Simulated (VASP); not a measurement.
# MgO (P6_3mc) in VASP: single point with r2SCAN

Aim: the single point of MgO with r2SCAN.

All numbers are computed with VASP 6.6.1; they aren't measurements. Logs are shortened: lines on timing, memory, paths and dates and some standing lists are left out, and cuts for length are marked.

**1. The cell of the first run**

Symmetry: P6_3mc, No. 186, hexagonal system. The conventional cell has a = 3.308 Å, b = 3.308 Å, c = 4.983 Å, α = 90.00°, β = 90.00°, γ = 120.00°. Within 2.6 Å of Mg (site symmetry 3m) lie 4 O at 1.97 to 1.99 Å. O (site symmetry 3m) has 4 Mg at 1.97 to 1.99 Å within 2.6 Å.

**2. Single point, r2SCAN**

Input file POSCAR:

```
MgO
1.0
    3.3077870000      0.0000000000      0.0000000000
   -1.6538935000      2.8646275723      0.0000000000
    0.0000000000      0.0000000000      4.9828820000
Mg O
2 2
Direct
    0.3333333333      0.6666666667      0.0021597400
    0.6666666667      0.3333333333      0.5021597400
    0.3333333333      0.6666666667      0.4024402600
    0.6666666667      0.3333333333      0.9024402600
```

Input file INCAR.step1:

```
SYSTEM = MgO
PREC = Accurate ; ENCUT = 520
ISMEAR = 0 ; SIGMA = 0.01
LREAL = .FALSE. ; LASPH = .TRUE.
NELM = 80 ; NBANDS = 16
GGA = PE ; ALGO = Normal
EDIFF = 1E-4 ; LWAVE = .TRUE.
LCHARG = .FALSE.
```

Input file INCAR.step2:

```
SYSTEM = MgO
PREC = Accurate ; ENCUT = 520
EDIFF = 1E-6 ; ISMEAR = 0
SIGMA = 0.01 ; LREAL = .FALSE.
LASPH = .TRUE. ; NELM = 80
ALGO = Normal ; ISIF = 2
LWAVE = .FALSE. ; LCHARG = .FALSE.
METAGGA = R2SCAN ; LMIXTAU = .TRUE.
NBANDS = 16 ; ISTART = 1
```

Input file KPOINTS:

```
regular mesh
0
G
  12 12 4
  0 0 0
```

Potentials or basis: VASP PAW PBE potentials, release 64 (Mg, O).

Started as:

```bash
> cat potpaw_PBE.64/Mg/POTCAR potpaw_PBE.64/O/POTCAR > POTCAR
> cp INCAR.step1 INCAR
> mpirun -np 1 vasp_std > vasp.out
> cp INCAR.step2 INCAR
> mpirun -np 1 vasp_std > vasp.out
```

OUTCAR:

```text
SYSTEM = MgO
   PREC = Accurate
   ENCUT = 520
   EDIFF = 1E-6
   ISMEAR = 0
   LREAL = .FALSE.
   LASPH = .TRUE.
   NELM = 80
   ISIF = 2
   METAGGA = R2SCAN
   ISTART = 1

 ion  position               nearest neighbor table
   1  0.333  0.667  0.002-   4 1.97   4 1.97   4 1.97   3 1.99   2 3.14   2 3.14   2 3.14   2 3.14
                             2 3.14   2 3.14
   2  0.667  0.333  0.502-   3 1.97   3 1.97   3 1.97   4 1.99   1 3.14   1 3.14   1 3.14   1 3.14
                             1 3.14   1 3.14
   3  0.333  0.667  0.402-   2 1.97   2 1.97   2 1.97   1 1.99
   4  0.667  0.333  0.902-   1 1.97   1 1.97   1 1.97   2 1.99

  LATTYP: Found a hexagonal cell.
 ALAT       =     3.3077870000
 C/A-ratio  =     1.5064095723

  Lattice vectors:

 A1 = (   3.3077870000,   0.0000000000,   0.0000000000)
 A2 = (  -1.6538935000,   2.8646275723,   0.0000000000)
 A3 = (   0.0000000000,   0.0000000000,   4.9828820000)

Analysis of symmetry for initial positions (statically):
=====================================================================
 Subroutine PRICEL returns:
 Original cell was already a primitive cell.

 Routine SETGRP: Setting up the symmetry group for a
 hexagonal supercell.

 Subroutine GETGRP returns: Found 12 space group operations
 (whereof  6 operations were pure point group operations)
 out of a pool of 24 trial point group operations.

The static configuration has the point symmetry C_3v.
 The point group associated with its full space group is C_6v.

Analysis of symmetry for dynamics (positions and initial velocities):
=====================================================================
 Subroutine PRICEL returns:
 Original cell was already a primitive cell.

 Routine SETGRP: Setting up the symmetry group for a
 hexagonal supercell.

 Subroutine GETGRP returns: Found 12 space group operations
 (whereof  6 operations were pure point group operations)
 out of a pool of 24 trial point group operations.

The dynamic configuration has the point symmetry C_3v.
 The point group associated with its full space group is C_6v.

 Subroutine INISYM returns: Found 12 space group operations
 (whereof  6 operations are pure point group operations),
 and found     1 'primitive' translations

----------------------------------------------------------------------------------------

                                     Primitive cell

  volume of cell :      47.2157

  direct lattice vectors                    reciprocal lattice vectors
     3.307787000  0.000000000  0.000000000     0.302316927  0.174542759  0.000000000
[... 95 lines left out ...]
   NFREE  =      0    steps in history (QN), initial steepest desc. (CG)
   ISIF   =      2    stress and relaxation
   ISYM   =      2    0-nonsym 1-usesym 2-fastsym
   POTIM  = 0.5000    time-step for ionic-motion
   TEBEG  =    0.0;   TEEND  =   0.0 temperature during run
   PSTRESS=    0.0 pullay stress
   NELECT =      16.0000    total number of electrons
   NUPDOWN=      -1.0000    fix difference up-down
   EMIN   =  10.00;   EMAX   =-10.00  energy-range for DOS
   EFERMI =   0.00;   METHOD = LEGACY
   ISMEAR =     0;   SIGMA  =   0.01  broadening in eV -4-tet -1-fermi 0-gaus
   EFERMI_NEDOS =   21; number of points for ismear=-14 and -15
   IALGO  =     38    algorithm
   IMIX   =      4    mixing-type and parameters
     AMIX     =   0.40;   BMIX     =  1.00
     AMIX_MAG =   1.60;   BMIX_MAG =  1.00
  volume/ion in A,a.u.               =      11.80        79.66
  Fermi-wavevector in a.u.,A,eV,Ry     =   1.141351  2.156841 17.724080  1.302683
  Thomas-Fermi vector in A             =   2.278052
   LORBIT       =      0    0 simple, 1 ext, 2 COOP (PROOUT), +10 PAW based schemes
   METAGGA = R2SCAN    functional components
   LHFCALC =     F    Hartree Fock is set to
   AEXX    =    0.0000 exact exchange contribution
   IVDW    =     0    specifies the selected vdW correction
   LEPSILON=     F    determine dielectric tensor
   LRPA    =     F    only Hartree local field effects (RPA)
 non-spin polarized calculation
 Gauss-broadening in eV      SIGMA  =   0.01
  energy-cutoff  :      520.00
  volume of cell :       47.22
 maximum number of plane-waves:      1303
 NGX is ok and might be reduce to    28
   NGX = 13   NGY = 13   NGZ = 19

 number of electron      15.9999997 magnetization

 Free energy of the ion-electron system (eV)
  ---------------------------------------------------
  ext. energy  EPLUGINS =         0.00000000
  ---------------------------------------------------
  free energy    TOTEN  =       -31.85338482 eV

  energy without entropy =      -31.85338482  energy(sigma->0) =      -31.85338482

 E-fermi :   0.7764     XC(G=0): -10.1989

 val. band max:        0.7369997219   @ k =   0.0000   0.0000   0.0000
 cond. band min:       4.8658734361   @ k =   0.0000   0.0000   0.0000
 fundamental gap:      4.1288737142
 Fermi energy:         0.7764082230

 k-point     1 :       0.0000    0.0000    0.0000
  band No.  band energies     occupation
      1     -16.4794      2.00000
      2     -15.6935      2.00000
      3      -2.5458      2.00000
      4      -0.0670      2.00000
      5      -0.0670      2.00000
      6       0.2757      2.00000
[... 433 lines left out ...]
      3      -2.1482      2.00000
      4      -1.6889      2.00000
      5      -0.7635      2.00000
      6      -0.3916      2.00000
[... 8 lines left out ...]
     15      16.2702      0.00000
     16      17.2711      0.00000

 [... further k-points ...]

------------------------ aborting loop because EDIFF is reached ----------------------------------------

  FORCE on cell =-STRESS in cart. coord.  units (eV):
  Direction    XX          YY          ZZ          XY          YZ          ZX
  --------------------------------------------------------------------------------------
  -------------------------------------------------------------------------------------
  Total       -0.3683204     -0.3683204     -0.2481479      0.0000000      0.0000000      0.0000000
  in kB      -12.4982743    -12.4982743     -8.4204416      0.0000000      0.0000000      0.0000000
  external PRESSURE =     -11.1389967 kB  Pullay stress =       0.0000000 kB

 VOLUME and BASIS-vectors are now :
 -----------------------------------------------------------------------------
  energy-cutoff  :      520.00
  volume of cell :       47.22
      direct lattice vectors                 reciprocal lattice vectors
     3.307787000  0.000000000  0.000000000     0.302316927  0.174542759  0.000000000
    -1.653893500  2.864627572  0.000000000     0.000000000  0.349085518  0.000000000
     0.000000000  0.000000000  4.982882000     0.000000000  0.000000000  0.200687072

 POSITION                                       TOTAL-FORCE (eV/Angst)
 -----------------------------------------------------------------------------------
     -0.00000      1.90975      0.01076        -0.000000     -0.000000      0.028318
      1.65389      0.95488      2.50220         0.000000      0.000000      0.028318
     -0.00000      1.90975      2.00531         0.000000      0.000000     -0.028318
      1.65389      0.95488      4.49675         0.000000      0.000000     -0.028318
 -----------------------------------------------------------------------------------
    total drift:                               -0.000000      0.000000     -0.014642

  FREE ENERGIE OF THE ION-ELECTRON SYSTEM (eV)
  ---------------------------------------------------
  free  energy   TOTEN  =       -31.8533848227 eV

  energy  without entropy=      -31.8533848227  energy(sigma->0) =      -31.85338482
```

Wall time 3.6 min (1 thread of Intel Xeon 8259CL, shared host); peak memory 0.2 GiB.

What came out:

| Property | Result |
| --- | --- |
| Free energy | -31.8534 eV |
| Pressure | -1.1 GPa |
| Largest force | 0.028 eV/Å |
| Band gap on the k mesh | 4.13 eV |

Forces on the atoms (eV/Å):
```
Mg   0.000  0.000  0.028
Mg   0.000  0.000  0.028
O    0.000  0.000 -0.028
O    0.000  0.000 -0.028
```

Caveat: the PAW data sets were made with another functional, which shifts forces and pressure a little.
